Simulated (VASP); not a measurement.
# Bi (Im-3m) in VASP: a series of runs

Runs on Bi. Level: LDA. Tasks: single point, relaxation of cell and atoms.

All numbers are computed with VASP 6.6.1; they aren't measurements. Logs are shortened: lines on timing, memory, paths and dates and some standing lists are left out, and cuts for length are marked.

### 1 The cell of the first run

It takes space group Im-3m (No. 229, cubic). The conventional cell has a = 3.639 Å, b = 3.639 Å, c = 3.639 Å, α = 90.00°, β = 90.00°, γ = 90.00°. Bi (site symmetry m-3m) has 14 Bi at 3.15 to 3.64 Å within 4.1 Å.

### 2 Single point, LDA

File INCAR:

```
SYSTEM = Bi
PREC = Accurate
ENCUT = 500
EDIFF = 1E-6
ISMEAR = 0
SIGMA = 0.1
LREAL = .False.
LASPH = .True.
NELM = 120
ALGO = Normal
ISIF = 2
LWAVE = .False.
LCHARG = .True.
LELF = .True.
LVHAR = .True.
NBANDS = 14
GGA_COMPAT = .False.
```

File KPOINTS:

```
Automatic mesh
0
Gamma
  8 8 8
  0 0 0
```

File POSCAR:

```
Bi
1.0
   -1.8192974160      1.8192974160      1.8192974160
    1.8192974160     -1.8192974160      1.8192974160
    1.8192974160      1.8192974160     -1.8192974160
Bi
1
Direct
    0.0000000000      0.0000000000      0.0000000000
```

Potentials or basis: VASP PAW LDA potentials, release 64 (Bi_d).

Started as:

```sh
cat potpaw_LDA.64/Bi_d/POTCAR > POTCAR
mpirun -np 1 vasp_std > vasp.out
```

OUTCAR:

```text
SYSTEM = Bi
   PREC = Accurate
   ENCUT = 500
   EDIFF = 1E-6
   ISMEAR = 0
   LREAL = .False.
   LASPH = .True.
   NELM = 120
   ISIF = 2

 ion  position               nearest neighbor table
   1  0.000  0.000  0.000-

  LATTYP: Found a body centered cubic cell.
 ALAT       =     3.6385948320

  Lattice vectors:

 A1 = (  -1.8192974160,   1.8192974160,   1.8192974160)
 A2 = (   1.8192974160,  -1.8192974160,   1.8192974160)
 A3 = (   1.8192974160,   1.8192974160,  -1.8192974160)

Analysis of symmetry for initial positions (statically):
=====================================================================
 Subroutine PRICEL returns:
 Original cell was already a primitive cell.

 Routine SETGRP: Setting up the symmetry group for a
 body centered cubic supercell.

 Subroutine GETGRP returns: Found 48 space group operations
 (whereof 48 operations were pure point group operations)
 out of a pool of 48 trial point group operations.

The static configuration has the point symmetry O_h .

Analysis of symmetry for dynamics (positions and initial velocities):
=====================================================================
 Subroutine PRICEL returns:
 Original cell was already a primitive cell.

 Routine SETGRP: Setting up the symmetry group for a
 body centered cubic supercell.

 Subroutine GETGRP returns: Found 48 space group operations
 (whereof 48 operations were pure point group operations)
 out of a pool of 48 trial point group operations.

The dynamic configuration has the point symmetry O_h .

 Subroutine INISYM returns: Found 48 space group operations
 (whereof 48 operations are pure point group operations),
 and found     1 'primitive' translations

----------------------------------------------------------------------------------------

                                     Primitive cell

  volume of cell :      24.0864

  direct lattice vectors                    reciprocal lattice vectors
    -1.819297416  1.819297416  1.819297416     0.000000000  0.274831369  0.274831369
     1.819297416 -1.819297416  1.819297416     0.274831369  0.000000000  0.274831369
     1.819297416  1.819297416 -1.819297416     0.274831369  0.274831369  0.000000000

  length of vectors
     3.151115559  3.151115559  3.151115559     0.388670250  0.388670250  0.388670250

  position of ions in fractional coordinates (direct lattice)
     0.000000000  0.000000000  0.000000000

  ion indices of the primitive-cell ions
   primitive index   ion index
                 1           1

----------------------------------------------------------------------------------------

 KPOINTS: Automatic mesh

Automatic generation of k-mesh.
 Grid dimensions read from file:
 generate k-points for:    8    8    8

 Generating k-lattice:

  Cartesian coordinates                     Fractional coordinates (reciprocal lattice)
     0.000000000  0.034353921  0.034353921     0.125000000  0.000000000  0.000000000
     0.034353921  0.000000000  0.034353921     0.000000000  0.125000000  0.000000000
     0.034353921  0.034353921  0.000000000     0.000000000  0.000000000  0.125000000

  Length of vectors
     0.048583781  0.048583781  0.048583781

  Shift w.r.t. Gamma in fractional coordinates (k-lattice)
     0.000000000  0.000000000  0.000000000

 Subroutine IBZKPT returns following result:
 ===========================================

 Found     29 irreducible k-points:

 Following reciprocal coordinates:
            Coordinates               Weight
  0.000000  0.000000  0.000000      1.000000
  0.125000  0.000000  0.000000     12.000000
  0.250000  0.000000  0.000000     12.000000
  0.375000  0.000000  0.000000     12.000000
  0.500000  0.000000  0.000000      6.000000
  0.125000  0.125000  0.000000     24.000000
[... 16 lines left out ...]
 -0.250000  0.250000  0.250000      6.000000
 -0.375000  0.375000  0.250000     24.000000
 [... further k-points ...]
   k-points           NKPTS =     29   k-points in BZ     NKDIM =     29   number of bands    NBANDS=     14
   number of dos      NEDOS =    301   number of ions     NIONS =      1
   total plane-waves  NPLWV =  13824
   dimension x,y,z NGX =    24 NGY =   24 NGZ =   24
   dimension x,y,z NGXF=    48 NGYF=   48 NGZF=   48
   ions per type =               1
   NGX,Y,Z   is equivalent  to a cutoff of  12.66, 12.66, 12.66 a.u.
   NGXF,Y,Z  is equivalent  to a cutoff of  25.32, 25.32, 25.32 a.u.
 SYSTEM =  Bi
   PREC   = accura    normal or accurate (medium, high low for compatibility)
   ISTART =      0    job   : 0-new  1-cont  2-samecut
   ICHARG =      2    charge: 1-file 2-atom 10-const
   ISPIN  =      1    spin polarized calculation?
   LNONCOLLINEAR =      F non collinear calculations
   LSORBIT =      F    spin-orbit coupling
   LASPH  =      T    aspherical Exc in radial PAW
   ENCUT  =  500.0 eV  36.75 Ry    6.06 a.u.   5.75  5.75  5.75*2*pi/ulx,y,z
   NELM   =    120;   NELMIN=  2; NELMDL= -5     # of ELM steps
   EDIFF  = 0.1E-05   stopping-criterion for ELM
   LREAL  =      F    real-space projection
   EDIFFG = 0.1E-04   stopping-criterion for IOM
   NSW    =      0    number of steps for IOM
   IBRION =     -1    ionic relax: 0-MD 1-quasi-New 2-CG
   NFREE  =      0    steps in history (QN), initial steepest desc. (CG)
   ISIF   =      2    stress and relaxation
   ISYM   =      2    0-nonsym 1-usesym 2-fastsym
   POTIM  = 0.5000    time-step for ionic-motion
   TEBEG  =    0.0;   TEEND  =   0.0 temperature during run
   PSTRESS=    0.0 pullay stress
   NELECT =      15.0000    total number of electrons
   NUPDOWN=      -1.0000    fix difference up-down
   EMIN   =  10.00;   EMAX   =-10.00  energy-range for DOS
   EFERMI =   0.00;   METHOD = LEGACY
   ISMEAR =     0;   SIGMA  =   0.10  broadening in eV -4-tet -1-fermi 0-gaus
   EFERMI_NEDOS =   21; number of points for ismear=-14 and -15
   IALGO  =     38    algorithm
   IMIX   =      4    mixing-type and parameters
     AMIX     =   0.40;   BMIX     =  1.00
     AMIX_MAG =   1.60;   BMIX_MAG =  1.00
  volume/ion in A,a.u.               =      24.09       162.54
  Fermi-wavevector in a.u.,A,eV,Ry     =   1.398025  2.641884 26.592225  1.954473
  Thomas-Fermi vector in A             =   2.521223
   LORBIT       =      0    0 simple, 1 ext, 2 COOP (PROOUT), +10 PAW based schemes
   GGA     = CA    functional components
   LHFCALC =     F    Hartree Fock is set to
   AEXX    =    0.0000 exact exchange contribution
   IVDW    =     0    specifies the selected vdW correction
   LEPSILON=     F    determine dielectric tensor
   LRPA    =     F    only Hartree local field effects (RPA)
 non-spin polarized calculation
 Gauss-broadening in eV      SIGMA  =   0.10
  energy-cutoff  :      500.00
  volume of cell :       24.09
 maximum number of plane-waves:       627
   NGX = 11   NGY = 11   NGZ = 11

 number of electron      15.0000008 magnetization

 Free energy of the ion-electron system (eV)
  ---------------------------------------------------
  ext. energy  EPLUGINS =         0.00000000
  ---------------------------------------------------
  free energy    TOTEN  =        -4.16346817 eV

  energy without entropy =       -4.16019924  energy(sigma->0) =       -4.16183371

 E-fermi :  11.2014     XC(G=0): -11.8044

 val. band max:       11.0696227969   @ k =  -0.3750   0.3750   0.2500
 cond. band min:      11.2160420380   @ k =  -0.2500   0.3750   0.1250
 fundamental gap:      0.1464192410
 Fermi energy:        11.2013790439

 k-point     1 :       0.0000    0.0000    0.0000
  band No.  band energies     occupation
      1     -11.9950      2.00000
      2     -11.9950      2.00000
      3     -11.9950      2.00000
      4     -11.7012      2.00000
      5     -11.7012      2.00000
      6      -4.3383      2.00000
      7      18.4836      0.00000
      8      18.4836      0.00000
      9      18.4836      0.00000
     10      21.7408      0.00000
     11      21.7408      0.00000
     12      21.7408      0.00000
     13      24.4352      0.00000
     14      24.9178      0.00000

 k-point     2 :       0.1250    0.0000    0.0000
  band No.  band energies     occupation
      1     -12.0098      2.00000
      2     -11.9763      2.00000
      3     -11.9277      2.00000
      4     -11.7172      2.00000
      5     -11.7028      2.00000
      6      -3.9566      2.00000
      7      15.4040      0.00000
      8      17.2998      0.00000
      9      17.9261      0.00000
     10      20.4896      0.00000
     11      21.1851      0.00000
     12      21.6922      0.00000
     13      24.9904      0.00000
     14      26.0400      0.00000

 k-point     3 :       0.2500    0.0000    0.0000
  band No.  band energies     occupation
      1     -12.0454      2.00000
      2     -11.9513      2.00000
      3     -11.7616      2.00000
      4     -11.7407      2.00000
      5     -11.7068      2.00000
      6      -2.8160      2.00000
      7      10.7949      2.00000
      8      15.3432      0.00000
      9      16.6972      0.00000
     10      19.3265      0.00000
     11      20.4050      0.00000
     12      22.5940      0.00000
     13      25.2525      0.00000
     14      28.4693      0.00000
[... 324 lines left out ...]
 k-point    23 :      -0.2500    0.2500    0.2500
  band No.  band energies     occupation
      1     -11.8739      2.00000
      2     -11.8190      2.00000
      3     -11.8190      2.00000
      4     -11.7792      2.00000
      5     -11.7751      2.00000
      6      -1.3411      2.00000
      7      10.9756      1.99859
      8      12.3818      0.00000
      9      12.3818      0.00000
     10      16.6713      0.00000
     11      24.6616      0.00000
     12      24.6616      0.00000
     13      24.9888      0.00000
     14      25.5679      0.00000

 k-point    24 :      -0.3750    0.3750    0.2500
  band No.  band energies     occupation
      1     -11.9344      2.00000
      2     -11.8515      2.00000
      3     -11.8264      2.00000
      4     -11.7337      2.00000
      5     -11.6161      2.00000
      6       0.3524      2.00000
      7       8.0678      2.00000
      8      11.0696      1.93758
      9      12.0810      0.00000
     10      16.7894      0.00000
     11      21.6936      0.00000
     12      24.3093      0.00000
     13      24.5717      0.00000
     14      28.3541      0.00000

 [... further k-points ...]
[... 5 lines left out ...]
  --------------------------------------------------------------------------------------
  -------------------------------------------------------------------------------------
  Total        3.0792324      3.0792324      3.0792324      0.0000000     -0.0000000      0.0000000
  in kB      204.8245214    204.8245214    204.8245214      0.0000000     -0.0000000      0.0000000
  external PRESSURE =     204.8245214 kB  Pullay stress =       0.0000000 kB

 VOLUME and BASIS-vectors are now :
 -----------------------------------------------------------------------------
  energy-cutoff  :      500.00
  volume of cell :       24.09
      direct lattice vectors                 reciprocal lattice vectors
    -1.819297416  1.819297416  1.819297416     0.000000000  0.274831369  0.274831369
     1.819297416 -1.819297416  1.819297416     0.274831369  0.000000000  0.274831369
     1.819297416  1.819297416 -1.819297416     0.274831369  0.274831369  0.000000000

 POSITION                                       TOTAL-FORCE (eV/Angst)
 -----------------------------------------------------------------------------------
      0.00000      0.00000      0.00000         0.000000     -0.000000      0.000000
 -----------------------------------------------------------------------------------
    total drift:                                0.000000      0.000000     -0.000000

  FREE ENERGIE OF THE ION-ELECTRON SYSTEM (eV)
  ---------------------------------------------------
  free  energy   TOTEN  =        -4.1634681705 eV

  energy  without entropy=       -4.1601992404  energy(sigma->0) =       -4.16183371
```

Run time: 4.5 s. Hardware: 1 thread of Intel Xeon Platinum 8488C (Sapphire Rapids), shared host; peak memory 0.12 GiB.

Results:

| Property | Result |
| --- | --- |
| Free energy | -4.1635 eV |
| Pressure | 20.5 GPa |

Levels at points of the mesh, in eV from the Fermi level:
| k point | band 3 | band 4 | band 5 | band 6 | band 7 | band 8 | band 9 | band 10 | band 11 | band 12 |
| --- | --- | --- | --- | --- | --- | --- | --- | --- | --- | --- |
| (0.00, 0.00, 0.00) | -23.20 | -22.90 | -22.90 | -15.54 | 7.28 | 7.28 | 7.28 | 10.54 | 10.54 | 10.54 |
| (0.50, 0.00, 0.00) | -22.92 | -22.91 | -22.72 | -10.80 | -6.64 | 2.17 | 4.15 | 7.27 | 8.53 | 14.24 |
| (0.50, 0.50, 0.50) | -22.76 | -22.76 | -22.76 | -7.31 | -2.36 | -2.36 | -2.36 | 3.51 | 3.51 | 16.06 |

Caveat: spin-orbit coupling is left out, which moves the levels of the heavy elements.

### 3 Single point, LDA

File INCAR:

```
ALGO = Normal ; EDIFF = 1E-6
ENCUT = 500 ; GGA_COMPAT = F
ISIF = 2 ; ISMEAR = 0
LASPH = T ; LCHARG = T
LELF = T ; LREAL = F
LVHAR = T ; LWAVE = F
NBANDS = 14 ; NELM = 120
PREC = Accurate ; SIGMA = 0.1
```

File KPOINTS:

```
k-points
0
Gamma
  8 8 8
```

POSCAR is that of step 2.

Potentials or basis: VASP PAW LDA potentials, release 64 (Bi_d).

Started as:

```sh
cat potpaw_LDA.64/Bi_d/POTCAR > POTCAR
mpirun -np 1 vasp_std > vasp.out
```

OUTCAR:

```text
EDIFF = 1E-6
   ENCUT = 500
   ISIF = 2
   ISMEAR = 0
   LASPH = T
   LREAL = F
   NELM = 120
   PREC = Accurate

 ion  position               nearest neighbor table
   1  0.000  0.000  0.000-

  LATTYP: Found a body centered cubic cell.
 ALAT       =     3.6385948320

  Lattice vectors:

 A1 = (  -1.8192974160,   1.8192974160,   1.8192974160)
 A2 = (   1.8192974160,  -1.8192974160,   1.8192974160)
 A3 = (   1.8192974160,   1.8192974160,  -1.8192974160)

Analysis of symmetry for initial positions (statically):
=====================================================================
 Subroutine PRICEL returns:
 Original cell was already a primitive cell.

 Routine SETGRP: Setting up the symmetry group for a
 body centered cubic supercell.

 Subroutine GETGRP returns: Found 48 space group operations
 (whereof 48 operations were pure point group operations)
 out of a pool of 48 trial point group operations.

The static configuration has the point symmetry O_h .

Analysis of symmetry for dynamics (positions and initial velocities):
[... 168 lines left out ...]
      3     -11.9950      2.00000
      4     -11.7012      2.00000
      5     -11.7012      2.00000
      6      -4.3383      2.00000
      7      18.4836      0.00000
      8      18.4836      0.00000
      9      18.4836      0.00000
     10      21.7408      0.00000
     11      21.7408      0.00000
     12      21.7408      0.00000
     13      24.4352      0.00000
     14      24.9178      0.00000
[... 377 lines left out ...]
      1     -11.9344      2.00000
      2     -11.8515      2.00000
      3     -11.8264      2.00000
      4     -11.7337      2.00000
      5     -11.6161      2.00000
      6       0.3524      2.00000
      7       8.0678      2.00000
      8      11.0696      1.93758
      9      12.0810      0.00000
     10      16.7894      0.00000
     11      21.6936      0.00000
     12      24.3093      0.00000
     13      24.5717      0.00000
     14      28.3541      0.00000

 [... further k-points ...]

------------------------ aborting loop because EDIFF is reached ----------------------------------------

  FORCE on cell =-STRESS in cart. coord.  units (eV):
  Direction    XX          YY          ZZ          XY          YZ          ZX
  --------------------------------------------------------------------------------------
  -------------------------------------------------------------------------------------
  Total        3.0792324      3.0792324      3.0792324      0.0000000     -0.0000000      0.0000000
  in kB      204.8245214    204.8245214    204.8245214      0.0000000     -0.0000000      0.0000000
  external PRESSURE =     204.8245214 kB  Pullay stress =       0.0000000 kB

 VOLUME and BASIS-vectors are now :
 -----------------------------------------------------------------------------
  energy-cutoff  :      500.00
  volume of cell :       24.09
      direct lattice vectors                 reciprocal lattice vectors
    -1.819297416  1.819297416  1.819297416     0.000000000  0.274831369  0.274831369
     1.819297416 -1.819297416  1.819297416     0.274831369  0.000000000  0.274831369
     1.819297416  1.819297416 -1.819297416     0.274831369  0.274831369  0.000000000

 POSITION                                       TOTAL-FORCE (eV/Angst)
 -----------------------------------------------------------------------------------
      0.00000      0.00000      0.00000         0.000000     -0.000000      0.000000
 -----------------------------------------------------------------------------------
    total drift:                                0.000000      0.000000     -0.000000

  FREE ENERGIE OF THE ION-ELECTRON SYSTEM (eV)
  ---------------------------------------------------
  free  energy   TOTEN  =        -4.1634681705 eV

  energy  without entropy=       -4.1601992404  energy(sigma->0) =       -4.16183371
```

OSZICAR:

```text
N       E                     dE             d eps       ncg     rms          rms(c)
DAV:   1     0.107774150754E+03    0.10777E+03   -0.74100E+03   838   0.127E+03
DAV:   2     0.163699486096E+01   -0.10614E+03   -0.10225E+03   878   0.336E+02
DAV:   3    -0.405039936923E+01   -0.56874E+01   -0.56690E+01  1066   0.755E+01
DAV:   4    -0.417339703426E+01   -0.12300E+00   -0.12296E+00  1016   0.113E+01
DAV:   5    -0.417827582872E+01   -0.48788E-02   -0.48787E-02  1150   0.212E+00    0.654E-01
DAV:   6    -0.416821499000E+01    0.10061E-01   -0.66052E-03  1118   0.127E+00    0.348E-01
DAV:   7    -0.416368607301E+01    0.45289E-02   -0.40887E-03  1258   0.100E+00    0.655E-02
DAV:   8    -0.416347227705E+01    0.21380E-03   -0.32677E-04  1056   0.288E-01    0.674E-03
DAV:   9    -0.416346824379E+01    0.40333E-05   -0.11424E-05  1034   0.569E-02    0.392E-03
DAV:  10    -0.416346817046E+01    0.73331E-07   -0.51443E-07   730   0.743E-03
   1 F= -.41634682E+01 E0= -.41618337E+01  d E =-.326893E-02
```

stdout:

```text
POSCAR found type information on POSCAR Bi
 POSCAR found :  1 types and       1 ions
 scaLAPACK will be used
 LDA part: xc-table for (Slater(with rela. corr.)+CA(PZ))
 , standard interpolation
 POSCAR, INCAR and KPOINTS ok, starting setup
 FFT: planning ... GRIDC
 FFT: planning ... GRID_SOFT
 FFT: planning ... GRID
 WAVECAR not read
 entering main loop
```

Wall time 4.3 s (1 thread of Intel Xeon Platinum 8488C (Sapphire Rapids), shared host); peak memory 0.13 GiB.

Results:

```yaml
Free_energy: -4.1635 eV
Pressure: 20.5 GPa
```

Levels at points of the mesh, in eV from the Fermi level:
```csv
k point,band 3,band 4,band 5,band 6,band 7,band 8,band 9,band 10,band 11,band 12
"(0.00, 0.00, 0.00)",-23.20,-22.90,-22.90,-15.54,7.28,7.28,7.28,10.54,10.54,10.54
"(0.50, 0.00, 0.00)",-22.92,-22.91,-22.72,-10.80,-6.64,2.17,4.15,7.27,8.53,14.24
"(0.50, 0.50, 0.50)",-22.76,-22.76,-22.76,-7.31,-2.36,-2.36,-2.36,3.51,3.51,16.06
```

Caveat: spin-orbit coupling is left out, which moves the levels of the heavy elements.

(Continued in part 2 of 2.)
